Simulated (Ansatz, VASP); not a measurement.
## Pb: VASP beside Ansatz

Contents of INCAR:

```
PREC     = Accurate       # precision mode
ENCUT    = 520            # plane-wave cutoff, eV
EDIFF    = 1E-7           # SCF threshold, eV
ISMEAR   = -1             # smearing method
SIGMA    = 0.05           # smearing width, eV
LREAL    = False          # projectors in reciprocal space
LASPH    = True           # aspherical terms in the spheres
NELM     = 100            # most SCF steps
ALGO     = Normal         # electronic algorithm
ISIF     = 2              # what is computed and relaxed
LWAVE    = False          # write WAVECAR
LCHARG   = False          # write CHGCAR
GGA      = CA             # functional
NBANDS   = 36             # bands
```

The input KPOINTS:

```
Automatic mesh
0
Gamma
  9 9 1
```

The input POSCAR:

```
Pb
1.0
    3.4928246563      0.0000000000      0.0000000000
   -1.7464123282      3.0248748834      0.0000000000
    0.0000000000      0.0000000000     23.5556381691
Pb
4
Direct
    0.6666666667      0.3333333333      0.3183951097
    0.3333333333      0.6666666667      0.4394650366
    0.0000000000      0.0000000000      0.5605349634
    0.6666666667      0.3333333333      0.6816048903
```

File input.yaml:

```yaml
crystal:
  lattice:
    - [3.4928246563, 0.0, 0.0]
    - [-1.7464123282, 3.0248748834, 0.0]
    - [0.0, 0.0, 23.5556381691]
  atoms:
    - { symbol: Pb, position: [0.6666666667, 0.3333333333, 0.3183951097] }
    - { symbol: Pb, position: [0.3333333333, 0.6666666667, 0.4394650366] }
    - { symbol: Pb, position: [0.0, 0.0, 0.5605349634] }
    - { symbol: Pb, position: [0.6666666667, 0.3333333333, 0.6816048903] }
kpoints:
  mp_grid: { grid: [9, 9, 1] }
scf:
  occupations: { method: fermi_dirac, width: 0.05 }
hamiltonian:
  xc: lda
  pseudopotentials: { kind: all_electron, lapw: { basis_error: 0.002 } }
output:
  forces: true
  stress: true
  eigenvalues: true
```

Alike in both runs: task single point; functional LDA; k mesh 9 × 9 × 1; occupations fermi-dirac, width 0.05 eV; no spin polarisation.

|  | VASP | Ansatz |
| --- | --- | --- |
| version | VASP 6.6.1 | Ansatz 0.2.0 |
| potentials or method | VASP PAW LDA potentials, release 64 (Pb_d), cutoff 520 eV | all-electron LAPW, scalar-relativistic |

Ansatz gave:

| Item | Value |
| --- | --- |
| gap on the k mesh at the Fermi level (eV) | none |
| rms of the force components (eV/Å) | 0.188 |

Problem. What did VASP give for the same quantities?

Solution. gap on the k mesh at the Fermi level (eV): none; rms of the force components (eV/Å): 0.187.

LDA's correlation is that of Perdew and Zunger in VASP and of Perdew and Wang (1992) in Ansatz. Atom by atom the forces differ by 0.003 eV/Å (rms over components). A gap of «none» marks a metal or a gap that the smearing closes. Ansatz ran all-electron here, and VASP with PAW potentials.

Neither program's run includes spin-orbit coupling.
